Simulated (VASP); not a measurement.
# Ga (Pm-3m) in VASP: a series of runs

Runs on Ga. Level: PBE. Tasks: single point.

Everything below comes from runs of VASP 6.6.1. Logs are shortened: lines on timing, memory, paths and dates and some standing lists are left out, and cuts for length are marked.

## 1. The cell of the first run

It takes space group Pm-3m (No. 221, cubic). The conventional cell has a = 2.723 Å, b = 2.723 Å, c = 2.723 Å, α = 90.00°, β = 90.00°, γ = 90.00°. Ga (site symmetry m-3m) has 6 Ga at 2.72 Å within 3.6 Å.

## 2. Single point, PBE

Input file INCAR:

```
SYSTEM = Ga
PREC = Accurate ; ENCUT = 520
EDIFF = 1E-6 ; ISMEAR = -1
SIGMA = 0.05 ; LREAL = .False.
LASPH = .True. ; NELM = 100
ALGO = Normal ; ISIF = 2
LWAVE = .False. ; LCHARG = .False.
GGA = PE ; NBANDS = 12
```

Input file KPOINTS:

```
Automatic mesh
0
Gamma
  15 15 15
  0 0 0
```

Input file POSCAR:

```
Ga
1.0
    2.7227086073      0.0000000000      0.0000000000
    0.0000000000      2.7227086073      0.0000000000
    0.0000000000      0.0000000000      2.7227086073
Ga
1
Direct
    0.0000000000      0.0000000000      0.0000000000
```

Potentials or basis: VASP PAW PBE potentials, release 64 (Ga_d).

Command:

```sh
$ cat potpaw_PBE.64/Ga_d/POTCAR > POTCAR
$ mpirun -np 1 vasp_std > vasp.out
```

OUTCAR:

```text
SYSTEM = Ga
   PREC = Accurate
   ENCUT = 520
   EDIFF = 1E-6
   ISMEAR = -1
   LREAL = .False.
   LASPH = .True.
   NELM = 100
   ISIF = 2
   GGA = PE

 ion  position               nearest neighbor table
   1  0.000  0.000  0.000-

  LATTYP: Found a simple cubic cell.
 ALAT       =     2.7227086073

  Lattice vectors:

 A1 = (   2.7227086073,   0.0000000000,   0.0000000000)
 A2 = (   0.0000000000,   2.7227086073,   0.0000000000)
 A3 = (   0.0000000000,   0.0000000000,   2.7227086073)

Analysis of symmetry for initial positions (statically):
=====================================================================
 Subroutine PRICEL returns:
 Original cell was already a primitive cell.

 Routine SETGRP: Setting up the symmetry group for a
 simple cubic supercell.

 Subroutine GETGRP returns: Found 48 space group operations
 (whereof 48 operations were pure point group operations)
 out of a pool of 48 trial point group operations.

The static configuration has the point symmetry O_h .

Analysis of symmetry for dynamics (positions and initial velocities):
=====================================================================
 Subroutine PRICEL returns:
 Original cell was already a primitive cell.

 Routine SETGRP: Setting up the symmetry group for a
 simple cubic supercell.

 Subroutine GETGRP returns: Found 48 space group operations
 (whereof 48 operations were pure point group operations)
 out of a pool of 48 trial point group operations.

The dynamic configuration has the point symmetry O_h .

 Subroutine INISYM returns: Found 48 space group operations
 (whereof 48 operations are pure point group operations),
 and found     1 'primitive' translations

----------------------------------------------------------------------------------------

                                     Primitive cell

  volume of cell :      20.1838

  direct lattice vectors                    reciprocal lattice vectors
     2.722708607  0.000000000  0.000000000     0.367281316  0.000000000  0.000000000
     0.000000000  2.722708607  0.000000000     0.000000000  0.367281316  0.000000000
     0.000000000  0.000000000  2.722708607     0.000000000  0.000000000  0.367281316

  length of vectors
     2.722708607  2.722708607  2.722708607     0.367281316  0.367281316  0.367281316

  position of ions in fractional coordinates (direct lattice)
     0.000000000  0.000000000  0.000000000

  ion indices of the primitive-cell ions
   primitive index   ion index
[... 73 lines left out ...]
   EDIFF  = 0.1E-05   stopping-criterion for ELM
   LREAL  =      F    real-space projection
   EDIFFG = 0.1E-04   stopping-criterion for IOM
   NSW    =      0    number of steps for IOM
   IBRION =     -1    ionic relax: 0-MD 1-quasi-New 2-CG
   NFREE  =      0    steps in history (QN), initial steepest desc. (CG)
   ISIF   =      2    stress and relaxation
   ISYM   =      2    0-nonsym 1-usesym 2-fastsym
   POTIM  = 0.5000    time-step for ionic-motion
   TEBEG  =    0.0;   TEEND  =   0.0 temperature during run
   PSTRESS=    0.0 pullay stress
   NELECT =      13.0000    total number of electrons
   NUPDOWN=      -1.0000    fix difference up-down
   EMIN   =  10.00;   EMAX   =-10.00  energy-range for DOS
   EFERMI =   0.00;   METHOD = LEGACY
   ISMEAR =    -1;   SIGMA  =   0.05  broadening in eV -4-tet -1-fermi 0-gaus
   EFERMI_NEDOS =   21; number of points for ismear=-14 and -15
   IALGO  =     38    algorithm
   IMIX   =      4    mixing-type and parameters
     AMIX     =   0.40;   BMIX     =  1.00
     AMIX_MAG =   1.60;   BMIX_MAG =  1.00
  volume/ion in A,a.u.               =      20.18       136.21
  Fermi-wavevector in a.u.,A,eV,Ry     =   1.413800  2.671695 27.195757  1.998832
  Thomas-Fermi vector in A             =   2.535409
   LORBIT       =      0    0 simple, 1 ext, 2 COOP (PROOUT), +10 PAW based schemes
   GGA     = PE    functional components
   LHFCALC =     F    Hartree Fock is set to
   AEXX    =    0.0000 exact exchange contribution
   IVDW    =     0    specifies the selected vdW correction
   LEPSILON=     F    determine dielectric tensor
   LRPA    =     F    only Hartree local field effects (RPA)
 non-spin polarized calculation
  energy-cutoff  :      520.00
  volume of cell :       20.18
 maximum number of plane-waves:       554
   NGX = 11   NGY = 11   NGZ = 11

 number of electron      13.0000027 magnetization

 Free energy of the ion-electron system (eV)
  ---------------------------------------------------
  ext. energy  EPLUGINS =         0.00000000
  ---------------------------------------------------
  free energy    TOTEN  =        -2.82667194 eV

  energy without entropy =       -2.82249757  energy(sigma->0) =       -2.82458475

 E-fermi :   4.6302     XC(G=0): -10.6024

 val. band max:        4.6255476260   @ k =   0.4000   0.4000   0.0667
 cond. band min:       4.6969473761   @ k =   0.3333   0.2000   0.0667
 fundamental gap:      0.0713997501
 Fermi energy:         4.6302381905

 k-point     1 :       0.0000    0.0000    0.0000
  band No.  band energies     occupation
      1     -10.3966      2.00000
      2     -10.3966      2.00000
      3      -9.8913      2.00000
      4      -9.8913      2.00000
      5      -9.8913      2.00000
      6      -5.8116      2.00000
      7      13.6102      0.00000
      8      13.6102      0.00000
      9      13.6102      0.00000
     10      16.5434      0.00000
     11      16.5434      0.00000
     12      18.9642      0.00000
[... 331 lines left out ...]
 k-point    24 :       0.3333    0.2000    0.0000
  band No.  band energies     occupation
      1     -10.2963      2.00000
      2     -10.0736      2.00000
      3     -10.0703      2.00000
      4      -9.9893      2.00000
      5      -9.9285      2.00000
      6      -2.7612      2.00000
      7       4.6096      1.20390
      8      10.0187      0.00000
      9      16.5511      0.00000
     10      17.4354      0.00000
     11      20.1487      0.00000
     12      25.5516      0.00000

 [... further k-points ...]
[... 5 lines left out ...]
  --------------------------------------------------------------------------------------
  -------------------------------------------------------------------------------------
  Total        0.0083835      0.0083835      0.0083835      0.0000000      0.0000000     -0.0000000
  in kB        0.6654800      0.6654800      0.6654800      0.0000000      0.0000000     -0.0000000
  external PRESSURE =       0.6654800 kB  Pullay stress =       0.0000000 kB

 VOLUME and BASIS-vectors are now :
 -----------------------------------------------------------------------------
  energy-cutoff  :      520.00
  volume of cell :       20.18
      direct lattice vectors                 reciprocal lattice vectors
     2.722708607  0.000000000  0.000000000     0.367281316  0.000000000  0.000000000
     0.000000000  2.722708607  0.000000000     0.000000000  0.367281316  0.000000000
     0.000000000  0.000000000  2.722708607     0.000000000  0.000000000  0.367281316

 POSITION                                       TOTAL-FORCE (eV/Angst)
 -----------------------------------------------------------------------------------
      0.00000      0.00000      0.00000         0.000000      0.000000      0.000000
 -----------------------------------------------------------------------------------
    total drift:                               -0.000000      0.000000      0.000000

  FREE ENERGIE OF THE ION-ELECTRON SYSTEM (eV)
  ---------------------------------------------------
  free  energy   TOTEN  =        -2.8266719385 eV

  energy  without entropy=       -2.8224975695  energy(sigma->0) =       -2.82458475
```

stdout:

```text
POSCAR found type information on POSCAR Ga
 POSCAR found :  1 types and       1 ions
 scaLAPACK will be used
 LDA part: xc-table for (Slater+PW92), standard interpolation
 POSCAR, INCAR and KPOINTS ok, starting setup
 FFT: planning ... GRIDC
 FFT: planning ... GRID_SOFT
 FFT: planning ... GRID
 WAVECAR not read
 entering main loop
```

It took 6.2 s on 1 thread of Intel Xeon 6975P-C (Granite Rapids), shared host; peak memory 0.14 GiB.

What came out:

```yaml
Free_energy: -2.8267 eV
Pressure: 0.1 GPa
```

## 3. Single point, PBE

Input file INCAR:

```
ALGO = Normal
EDIFF = 1E-6
ENCUT = 520
GGA = PE
ISIF = 2
ISMEAR = -1
LASPH = T
LCHARG = F
LREAL = F
LWAVE = F
NBANDS = 12
NELM = 80
PREC = Accurate
SIGMA = 0.05
```

Input file KPOINTS:

```
k-points
0
Gamma
  15 15 15
```

POSCAR is that of step 2.

Potentials or basis: VASP PAW PBE potentials, release 64 (Ga_d).

Command:

```sh
$ cat potpaw_PBE.64/Ga_d/POTCAR > POTCAR
$ mpirun -np 1 vasp_std > vasp.out
```

Run time: 6.4 s. Hardware: 1 thread of Intel Xeon 6975P-C (Granite Rapids), shared host; peak memory 0.14 GiB.

The run converged. Its results:

- Free energy: -2.8267 eV
- Pressure: 0.1 GPa

Levels at points of the mesh, in eV from the Fermi level:
| k point | band 3 | band 4 | band 5 | band 6 | band 7 | band 8 | band 9 | band 10 |
| --- | --- | --- | --- | --- | --- | --- | --- | --- |
| (0.00, 0.00, 0.00) | -14.52 | -14.52 | -14.52 | -10.44 | 8.98 | 8.98 | 8.98 | 11.91 |
